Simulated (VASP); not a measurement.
# Hg (P6/mmm) in VASP: further runs, part 3 of 3

VASP 6.6.1. Earlier steps stand in the parts before.

**6. Electric field gradients, PBEsol (zz strain of -1 %)**

INCAR

```
PREC = Accurate
ENCUT = 520
EDIFF = 1E-8
ISMEAR = -1
SIGMA = 0.05
LREAL = False
LASPH = True
NELM = 80
ALGO = Normal
ISIF = 2
LWAVE = False
LCHARG = False
GGA = PS
LEFG = True
NBANDS = 25
```

KPOINTS

```
Automatic mesh
0
Gamma
  8 8 9
```

POSCAR

```
Hg
1.0
    4.5400020208      0.0000000000      0.0000000000
   -2.2700010104      3.9317570832      0.0000000000
    0.0000000000      0.0000000000      3.8313000000
Hg
3
Direct
    0.3333333333      0.6666666667      0.5000000000
    0.0000000000      0.0000000000      0.0000000000
    0.6666666667      0.3333333333      0.5000000000
```

Potentials or basis: VASP PAW PBE potentials, release 64 (Hg).

Run with:

```sh
$ cat potpaw_PBE.64/Hg/POTCAR > POTCAR
$ mpirun -np 1 vasp_std > vasp.out
```

OUTCAR:

```text
PREC = Accurate
   ENCUT = 520
   EDIFF = 1E-8
   ISMEAR = -1
   LREAL = False
   LASPH = True
   NELM = 80
   ISIF = 2
   GGA = PS

 ion  position               nearest neighbor table
   1  0.333  0.667  0.500-   3 2.62   3 2.62   3 2.62   2 3.25   2 3.25   2 3.25   2 3.25   2 3.25
                             2 3.25
   2  0.000  0.000  0.000-   1 3.25   3 3.25   1 3.25   3 3.25   1 3.25   1 3.25   3 3.25   3 3.25
                             3 3.25   3 3.25   1 3.25   1 3.25
   3  0.667  0.333  0.500-   1 2.62   1 2.62   1 2.62   2 3.25   2 3.25   2 3.25   2 3.25   2 3.25
                             2 3.25

  LATTYP: Found a hexagonal cell.
 ALAT       =     4.5400020208
 C/A-ratio  =     0.8438983028

  Lattice vectors:

 A1 = (   4.5400020208,   0.0000000000,   0.0000000000)
 A2 = (  -2.2700010104,   3.9317570832,   0.0000000000)
 A3 = (   0.0000000000,   0.0000000000,   3.8313000000)

Analysis of symmetry for initial positions (statically):
=====================================================================
 Subroutine PRICEL returns:
 Original cell was already a primitive cell.

 Routine SETGRP: Setting up the symmetry group for a
 hexagonal supercell.

 Subroutine GETGRP returns: Found 24 space group operations
 (whereof 24 operations were pure point group operations)
 out of a pool of 24 trial point group operations.

The static configuration has the point symmetry D_6h.

Analysis of symmetry for dynamics (positions and initial velocities):
=====================================================================
 Subroutine PRICEL returns:
 Original cell was already a primitive cell.

 Routine SETGRP: Setting up the symmetry group for a
 hexagonal supercell.

 Subroutine GETGRP returns: Found 24 space group operations
 (whereof 24 operations were pure point group operations)
 out of a pool of 24 trial point group operations.

The dynamic configuration has the point symmetry D_6h.

 Subroutine INISYM returns: Found 24 space group operations
 (whereof 24 operations are pure point group operations),
 and found     1 'primitive' translations

----------------------------------------------------------------------------------------

                                     Primitive cell

  volume of cell :      68.3894

  direct lattice vectors                    reciprocal lattice vectors
     4.540002021  0.000000000  0.000000000     0.220264219  0.127169606  0.000000000
    -2.270001010  3.931757083  0.000000000     0.000000000  0.254339212  0.000000000
     0.000000000  0.000000000  3.831300000     0.000000000  0.000000000  0.261008013

  length of vectors
     4.540002021  4.540002021  3.831300000     0.254339212  0.254339212  0.261008013

  position of ions in fractional coordinates (direct lattice)
     0.333333333  0.666666667  0.500000000
     0.000000000  0.000000000  0.000000000
     0.666666667  0.333333333  0.500000000

  ion indices of the primitive-cell ions
   primitive index   ion index
                 1           1
                 2           2
                 3           3
[... 76 lines left out ...]
   IBRION =     -1    ionic relax: 0-MD 1-quasi-New 2-CG
   NFREE  =      0    steps in history (QN), initial steepest desc. (CG)
   ISIF   =      2    stress and relaxation
   ISYM   =      2    0-nonsym 1-usesym 2-fastsym
   POTIM  = 0.5000    time-step for ionic-motion
   TEBEG  =    0.0;   TEEND  =   0.0 temperature during run
   PSTRESS=    0.0 pullay stress
   NELECT =      36.0000    total number of electrons
   NUPDOWN=      -1.0000    fix difference up-down
   EMIN   =  10.00;   EMAX   =-10.00  energy-range for DOS
   EFERMI =   0.00;   METHOD = LEGACY
   ISMEAR =    -1;   SIGMA  =   0.05  broadening in eV -4-tet -1-fermi 0-gaus
   EFERMI_NEDOS =   21; number of points for ismear=-14 and -15
   IALGO  =     38    algorithm
   IMIX   =      4    mixing-type and parameters
     AMIX     =   0.40;   BMIX     =  1.00
     AMIX_MAG =   1.60;   BMIX_MAG =  1.00
  volume/ion in A,a.u.               =      22.80       153.84
  Fermi-wavevector in a.u.,A,eV,Ry     =   1.321841  2.497918 23.772982  1.747265
  Thomas-Fermi vector in A             =   2.451566
   LORBIT       =      0    0 simple, 1 ext, 2 COOP (PROOUT), +10 PAW based schemes
   GGA     = PS    functional components
   LHFCALC =     F    Hartree Fock is set to
   AEXX    =    0.0000 exact exchange contribution
   IVDW    =     0    specifies the selected vdW correction
   LEPSILON=     F    determine dielectric tensor
   LRPA    =     F    only Hartree local field effects (RPA)
 non-spin polarized calculation
  energy-cutoff  :      520.00
  volume of cell :       68.39
 maximum number of plane-waves:      1869
 NGX is ok and might be reduce to    36
   NGX = 17   NGY = 17   NGZ = 15

 number of electron      35.9999999 magnetization

 Free energy of the ion-electron system (eV)
  ---------------------------------------------------
  ext. energy  EPLUGINS =         0.00000000
  ---------------------------------------------------
  free energy    TOTEN  =        -1.04996046 eV

  energy without entropy =       -1.04085243  energy(sigma->0) =       -1.04540645

 E-fermi :   3.0512     XC(G=0): -11.1678

 val. band max:        3.0450628709   @ k =   0.3750   0.0000   0.4444
 cond. band min:       3.0827388985   @ k =   0.3750   0.1250   0.3333
 fundamental gap:      0.0376760276
 Fermi energy:         3.0511868853

 k-point     1 :       0.0000    0.0000    0.0000
  band No.  band energies     occupation
      1      -7.0399      2.00000
      2      -5.2467      2.00000
      3      -4.9432      2.00000
      4      -4.9432      2.00000
      5      -4.7210      2.00000
      6      -4.7210      2.00000
[... 661 lines left out ...]
     24      11.7907      0.00000
     25      13.8442      0.00000

 [... further k-points ...]
[... 5 lines left out ...]
  --------------------------------------------------------------------------------------
  -------------------------------------------------------------------------------------
  Total        5.7534780      5.7534780      0.0745623      0.0000000      0.0000000      0.0000000
  in kB      134.7882864    134.7882864      1.7467920      0.0000000      0.0000000      0.0000000
  external PRESSURE =      90.4411216 kB  Pullay stress =       0.0000000 kB

 VOLUME and BASIS-vectors are now :
 -----------------------------------------------------------------------------
  energy-cutoff  :      520.00
  volume of cell :       68.39
      direct lattice vectors                 reciprocal lattice vectors
     4.540002021  0.000000000  0.000000000     0.220264219  0.127169606  0.000000000
    -2.270001010  3.931757083  0.000000000     0.000000000  0.254339212  0.000000000
     0.000000000  0.000000000  3.831300000     0.000000000  0.000000000  0.261008013

 POSITION                                       TOTAL-FORCE (eV/Angst)
 -----------------------------------------------------------------------------------
     -0.00000      2.62117      1.91565         0.000000     -0.000000     -0.000000
      0.00000      0.00000      0.00000        -0.000000      0.000000      0.000000
      2.27000      1.31059      1.91565        -0.000000      0.000000      0.000000
 -----------------------------------------------------------------------------------
    total drift:                                0.000000     -0.000000     -0.000000

  FREE ENERGIE OF THE ION-ELECTRON SYSTEM (eV)
  ---------------------------------------------------
  free  energy   TOTEN  =        -1.0499604607 eV

  energy  without entropy=       -1.0408524309  energy(sigma->0) =       -1.04540645

 Electric field gradients (V/A^2)
---------------------------------------------------------------------
 ion       V_xx      V_yy      V_zz      V_xy      V_xz      V_yz
---------------------------------------------------------------------
   1    -168.864  -168.863   337.727     0.001     0.000    -0.000
   2     -18.285   -18.284    36.569     0.001     0.000     0.000
   3    -168.864  -168.863   337.727     0.001     0.000    -0.000
---------------------------------------------------------------------

 Electric field gradients after diagonalization (V/A^2)
 (convention: |V_zz| > |V_xx| > |V_yy|)
----------------------------------------------------------------------
 ion       V_xx      V_yy      V_zz     asymmetry (V_yy - V_xx)/ V_zz
----------------------------------------------------------------------
   1    -168.864  -168.863   337.727       0.000
   2     -18.285   -18.284    36.569       0.000
   3    -168.864  -168.863   337.727       0.000
----------------------------------------------------------------------

           NMR quadrupolar parameters

 Cq : quadrupolar parameter    Cq=e*Q*V_zz/h
 eta: asymmetry parameters     (V_yy - V_xx)/ V_zz
 Q  : nuclear electric quadrupole moment in mb (millibarn)
----------------------------------------------------------------------
 ion       Cq(MHz)       eta       Q (mb)
----------------------------------------------------------------------
   1       0.817       0.000       1.000
   2       0.088       0.000       1.000
   3       0.817       0.000       1.000
----------------------------------------------------------------------
```

stdout:

```text
POSCAR found type information on POSCAR Hg
 POSCAR found :  1 types and       3 ions
 scaLAPACK will be used
 -----------------------------------------------------------------------------
|                                                                             |
|                                                                             |
|     You enforced a specific xc type in the INCAR file but a different       |
|     I HOPE YOU KNOW WHAT YOU ARE DOING!                                     |
|                                                                             |
 -----------------------------------------------------------------------------

 LDA part: xc-table for (Slater+PW92), standard interpolation
 POSCAR, INCAR and KPOINTS ok, starting setup
 FFT: planning ... GRIDC
 FFT: planning ... GRID_SOFT
 FFT: planning ... GRID
 WAVECAR not read
 entering main loop
ion   1

ion   2

ion   3
```

Run time: 2.1 min. Hardware: 1 thread of Intel Xeon 8259CL, shared host; peak memory 0.22 GiB.

What came out:

```yaml
Free_energy: -1.0500 eV
Pressure: 9.0 GPa
Band_gap_on_the_k_mesh: zero (bands 18 and 19 overlap by 5.12 eV)
Largest_electric_field_gradient_by_atom: Hg +337.7, +36.6 (each value once) V/Å²
```

Stress tensor (GPa, compression positive):
```
13.48  0.00  0.00
 0.00 13.48  0.00
 0.00  0.00  0.17
```

Levels at points of the mesh, in eV from the Fermi level:
| k point | band 14 | band 15 | band 16 | band 17 | band 18 | band 19 | band 20 | band 21 | band 22 | band 23 |
| --- | --- | --- | --- | --- | --- | --- | --- | --- | --- | --- |
| (0.00, 0.00, 0.00) | -6.67 | -5.92 | -5.92 | 0.45 | 2.07 | 2.61 | 3.54 | 3.54 | 3.80 | 3.80 |
| (0.50, 0.00, 0.00) | -6.26 | -5.86 | -5.77 | -5.01 | -0.76 | 0.33 | 6.24 | 6.28 | 7.21 | 7.91 |

Electric field gradients, principal values (V/Å²):
| atom | least | middle | greatest (by size) |
| --- | --- | --- | --- |
| 1 Hg | -168.863 | -168.864 | 337.727 |
| 2 Hg | -18.284 | -18.285 | 36.569 |
| 3 Hg | -168.863 | -168.864 | 337.727 |

Caveat: the cell differs from its parent crystal (zz strain of -1 %); the cell stands under pressure; without QUAD_EFG the Cq values of the log hold for a quadrupole moment of 1 mb, not for the nuclei; the PAW data sets were made with another functional, which shifts forces and pressure a little; spin-orbit coupling is left out, which moves the levels of the heavy elements.

**7. Overview**

| potentials or basis | cell | cutoff (eV) | gap on the mesh (eV) | pressure (GPa) |
| --- | --- | --- | --- | --- |
| VASP PAW PBE potentials, release 64 (Hg_sv_GW) | a = 4.495, b = 4.495, c = 3.870 Å, angles 90.0, 90.0, 120.0°, 3 atoms | 410 | none | 7.2 |
| VASP PAW PBE potentials, release 64 (Hg) | a = 4.540, b = 4.540, c = 3.870 Å, angles 90.0, 90.0, 120.0°, 3 atoms | 520 | none | 8.6 |
| VASP PAW PBE potentials, release 64 (Hg_sv_GW) | a = 4.600, b = 4.600, c = 3.921 Å, angles 90.0, 90.0, 120.0°, 3 atoms | 410 | none | 2.4 |
| VASP PAW PBE potentials, release 64 (Hg) | a = 4.540, b = 4.540, c = 3.831 Å, angles 90.0, 90.0, 120.0°, 3 atoms | 520 | none | 9.0 |

Alike in all rows: task electric field gradients; level PBEsol; no spin polarisation; k mesh 8 × 8 × 9; smearing fermi-dirac 0.05 eV.

Caveats: the PAW data sets were made with another functional, which shifts forces and pressure a little; spin-orbit coupling is left out, which moves the levels of the heavy elements; the cell stands under pressure (at least some runs).

Total energies depend on the potentials used, so only differences within one code and one set of settings carry meaning.
